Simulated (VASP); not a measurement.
# PbS in VASP: single point with PBE

Aim: the single point of PbS with PBE.

Everything below comes from runs of VASP 6.6.1. Logs are shortened: lines on timing, memory, paths and dates and some standing lists are left out, and cuts for length are marked.

## (1) The cell of the first run

The cell holds a slab with vacuum, 4 atoms: a = 4.194 Å, b = 4.194 Å, c = 19.966 Å, α = 90.00°, β = 90.00°, γ = 90.00°.

## (2) Single point, PBE

INCAR reads:

```
ALGO = Normal ; DIPOL = 0.5 0.5 0.500
EDIFF = 1E-6 ; ENCUT = 400
GGA = PE ; GGA_COMPAT = F
IDIPOL = 3 ; ISIF = 2
ISMEAR = -1 ; LASPH = T
LCHARG = T ; LDIPOL = T
LELF = T ; LREAL = F
LVACPOTAV = T ; LVHAR = T
LWAVE = F ; NBANDS = 28
NELM = 120 ; NELMDL = -8
PREC = Accurate ; SIGMA = 0.1
```

KPOINTS reads:

```
k-points
0
Gamma
  3 3 1
```

POSCAR reads:

```
PbS
1.0
    4.1942038726      0.0000000000      0.0000000000
    0.0000000000      4.1942038726      0.0000000000
    0.0000000000      0.0000000000     19.9657500000
Pb S
2 2
Direct
    0.0000000000      0.0000000000      0.4257290610
    0.5000000000      0.5000000000      0.5742709390
    0.5000000000      0.5000000000      0.4257290610
    0.0000000000      0.0000000000      0.5742709390
```

Potentials or basis: VASP PAW PBE potentials, release 64 (Pb_d, S).

Command:

```bash
cat potpaw_PBE.64/Pb_d/POTCAR potpaw_PBE.64/S/POTCAR > POTCAR
mpirun -np 1 vasp_std > vasp.out
```

OUTCAR:

```text
EDIFF = 1E-6
   ENCUT = 400
   GGA = PE
   ISIF = 2
   ISMEAR = -1
   LASPH = T
   LREAL = F
   NELM = 120
   NELMDL = -8
   PREC = Accurate

 ion  position               nearest neighbor table
   1  0.000  0.000  0.426-   3 2.97   3 2.97   3 2.97   3 2.97   4 2.97
   2  0.500  0.500  0.574-   4 2.97   4 2.97   4 2.97   4 2.97   3 2.97
   3  0.500  0.500  0.426-   1 2.97   1 2.97   1 2.97   1 2.97   2 2.97
   4  0.000  0.000  0.574-   2 2.97   2 2.97   2 2.97   2 2.97   1 2.97

  LATTYP: Found a simple tetragonal cell.
 ALAT       =     4.1942038726
 C/A-ratio  =     4.7603193851

  Lattice vectors:

 A1 = (   4.1942038726,   0.0000000000,   0.0000000000)
 A2 = (   0.0000000000,   4.1942038726,   0.0000000000)
 A3 = (   0.0000000000,   0.0000000000,  19.9657500000)

Analysis of symmetry for initial positions (statically):
=====================================================================
 Subroutine PRICEL returns:
 Original cell was already a primitive cell.

 Routine SETGRP: Setting up the symmetry group for a
 simple tetragonal supercell.

 Subroutine GETGRP returns: Found 16 space group operations
 (whereof  8 operations were pure point group operations)
 out of a pool of 16 trial point group operations.

The static configuration has the point symmetry C_4v.
 The point group associated with its full space group is D_4h.

Analysis of symmetry for dynamics (positions and initial velocities):
=====================================================================
 Subroutine PRICEL returns:
 Original cell was already a primitive cell.

 Routine SETGRP: Setting up the symmetry group for a
 simple tetragonal supercell.

 Subroutine GETGRP returns: Found 16 space group operations
 (whereof  8 operations were pure point group operations)
 out of a pool of 16 trial point group operations.

The dynamic configuration has the point symmetry C_4v.
 The point group associated with its full space group is D_4h.

 Subroutine INISYM returns: Found 16 space group operations
 (whereof  8 operations are pure point group operations),
 and found     1 'primitive' translations

----------------------------------------------------------------------------------------

                                     Primitive cell
[... 71 lines left out ...]
   ENCUT  =  400.0 eV  29.40 Ry    5.42 a.u.   6.84  6.84 32.56*2*pi/ulx,y,z
   NELM   =    120;   NELMIN=  2; NELMDL= -8     # of ELM steps
   EDIFF  = 0.1E-05   stopping-criterion for ELM
   LREAL  =      F    real-space projection
   EDIFFG = 0.1E-04   stopping-criterion for IOM
   NSW    =      0    number of steps for IOM
   IBRION =     -1    ionic relax: 0-MD 1-quasi-New 2-CG
   NFREE  =      0    steps in history (QN), initial steepest desc. (CG)
   ISIF   =      2    stress and relaxation
   ISYM   =      2    0-nonsym 1-usesym 2-fastsym
   POTIM  = 0.5000    time-step for ionic-motion
   TEBEG  =    0.0;   TEEND  =   0.0 temperature during run
   PSTRESS=    0.0 pullay stress
   NELECT =      40.0000    total number of electrons
   NUPDOWN=      -1.0000    fix difference up-down
   EMIN   =  10.00;   EMAX   =-10.00  energy-range for DOS
   EFERMI =   0.00;   METHOD = LEGACY
   ISMEAR =    -1;   SIGMA  =   0.10  broadening in eV -4-tet -1-fermi 0-gaus
   EFERMI_NEDOS =   21; number of points for ismear=-14 and -15
   IALGO  =     38    algorithm
   IMIX   =      4    mixing-type and parameters
     AMIX     =   0.40;   BMIX     =  1.00
     AMIX_MAG =   1.60;   BMIX_MAG =  1.00
  volume/ion in A,a.u.               =      87.81       592.54
  Fermi-wavevector in a.u.,A,eV,Ry     =   0.793536  1.499565  8.567579  0.629699
  Thomas-Fermi vector in A             =   1.899491
   LORBIT       =      0    0 simple, 1 ext, 2 COOP (PROOUT), +10 PAW based schemes
   GGA     = PE    functional components
   LHFCALC =     F    Hartree Fock is set to
   AEXX    =    0.0000 exact exchange contribution
   IVDW    =     0    specifies the selected vdW correction
   LEPSILON=     F    determine dielectric tensor
   LRPA    =     F    only Hartree local field effects (RPA)
 non-spin polarized calculation
  energy-cutoff  :      400.00
  volume of cell :      351.22
 maximum number of plane-waves:      6388
 NGX is ok and might be reduce to    28
   NGX = 13   NGY = 13   NGZ = 65

 number of electron      40.0000014 magnetization

 dipolmoment           0.000000      0.000000     -0.000000 electrons x Angstroem

 Free energy of the ion-electron system (eV)
  ---------------------------------------------------
  ext. energy  EPLUGINS =         0.00000000
  ---------------------------------------------------
  free energy    TOTEN  =       -17.25173764 eV

  energy without entropy =      -17.25168622  energy(sigma->0) =      -17.25171193

 E-fermi :  -0.7671     XC(G=0):  -3.4885

 val. band max:       -1.8305291965   @ k =   0.3333   0.0000   0.0000
 cond. band min:       0.3110203680   @ k =   0.3333   0.0000   0.0000
 fundamental gap:      2.1415495645
 Fermi energy:        -0.7671240011

 k-point     1 :       0.0000    0.0000    0.0000
  band No.  band energies     occupation
      1     -18.0562      2.00000
      2     -17.9843      2.00000
      3     -17.9516      2.00000
      4     -17.9516      2.00000
      5     -17.9262      2.00000
      6     -17.9216      2.00000
[... 82 lines left out ...]
     27       4.2743      0.00000
     28       4.4755      0.00000

------------------------ aborting loop because EDIFF is reached ----------------------------------------

  FORCE on cell =-STRESS in cart. coord.  units (eV):
  Direction    XX          YY          ZZ          XY          YZ          ZX
  --------------------------------------------------------------------------------------
  -------------------------------------------------------------------------------------
  Total       -0.4168504     -0.4168504     -2.9731599      0.0000000      0.0000000      0.0000000
  in kB       -1.9015426     -1.9015426    -13.5626373      0.0000000      0.0000000      0.0000000
  external PRESSURE =      -5.7885742 kB  Pullay stress =       0.0000000 kB

 VOLUME and BASIS-vectors are now :
 -----------------------------------------------------------------------------
  energy-cutoff  :      400.00
  volume of cell :      351.22
      direct lattice vectors                 reciprocal lattice vectors
     4.194203873  0.000000000  0.000000000     0.238424271  0.000000000  0.000000000
     0.000000000  4.194203873  0.000000000     0.000000000  0.238424271  0.000000000
     0.000000000  0.000000000 19.965750000     0.000000000  0.000000000  0.050085772

 POSITION                                       TOTAL-FORCE (eV/Angst)
 -----------------------------------------------------------------------------------
      0.00000      0.00000      8.50000         0.000000      0.000000      0.539723
      2.09710      2.09710     11.46575        -0.000000     -0.000000     -0.539723
      2.09710      2.09710      8.50000         0.000000     -0.000000      0.445828
      0.00000      0.00000     11.46575         0.000000      0.000000     -0.445828
 -----------------------------------------------------------------------------------
    total drift:                                0.000000      0.000000      0.000000

  FREE ENERGIE OF THE ION-ELECTRON SYSTEM (eV)
  ---------------------------------------------------
  free  energy   TOTEN  =       -17.2517376398 eV

  energy  without entropy=      -17.2516862219  energy(sigma->0) =      -17.25171193

 vacuum level on the upper side and lower side of the slab         2.852         2.852
```

Run time: 1.8 min. Hardware: 1 thread of Intel Xeon 8259CL, shared host; peak memory 0.3 GiB.

Results:

```
Free energy            : -17.2517 eV
Largest force          : 0.540 eV/Å
Band gap on the k mesh : 2.14 eV
```

Forces on the atoms (eV/Å):
```
Pb   0.000  0.000  0.540
Pb   0.000  0.000 -0.540
S    0.000  0.000  0.446
S    0.000  0.000 -0.446
```

Levels at points of the mesh, in eV from the valence-band top:
```csv
k point,band 17,band 18,band 19,band 20,band 21,band 22,band 23,band 24
"(0.00, 0.00, 0.00)",-2.12,-1.45,-1.45,-0.51,2.20,3.97,4.68,4.96
```

Caveat: the k points lie up to 0.50 Å⁻¹ apart; spin-orbit coupling is left out, which moves the levels of the heavy elements.
